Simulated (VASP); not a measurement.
CaB3, 8 atoms in the cell. The structure is hexagonal, space group P6_3/mmc (No. 194). Conventional cell: a = 5.574 Å, b = 5.574 Å, c = 3.350 Å, α = 90.00°, β = 90.00°, γ = 120.00°. Ca (site symmetry -6m2) has 12 B at 2.76 to 2.85 Å and 8 Ca at 3.35 to 3.63 Å within 3.7 Å. Within 2.3 Å of B (site symmetry mm2) lie 6 B at 1.77 to 1.96 Å. 

| Property | Result |
| --- | --- |
| Program | VASP 6.6.1 |
| Task | relaxation of cell and atoms |
| Functional | PBE |
| Potentials or basis | VASP PAW PBE potentials, release 64 (Ca_sv, B) |
| Cutoff | 600 eV |
| k mesh | 6 × 6 × 6 |
| Occupations | gaussian, width 0.1 eV |
| Spin | no spin polarisation |
| Dipole correction | no |
| Further INCAR settings | ALGO = Normal; EDIFF = 1e-07; IBRION = 2; EDIFFG = -0.04; NSW = 90; ISIF = 3 |

Potentials or basis: VASP PAW PBE potentials, release 64 (Ca_sv, B).

Command:

```console
$ cat potpaw_PBE.64/Ca_sv/POTCAR potpaw_PBE.64/B/POTCAR > POTCAR
$ mpirun -np 1 vasp_std > vasp.out
```

Hardware: 1 thread of Oxide Virtual Turin-like Processor, with other jobs on the host.

Q: Estimate the wall time of this run.

A: Run time: 8.3 min on 1 thread of Oxide Virtual Turin-like Processor (shared host), peak memory 0.26 GiB. Counts: scf iterations 50, k points 28, ion steps 5.
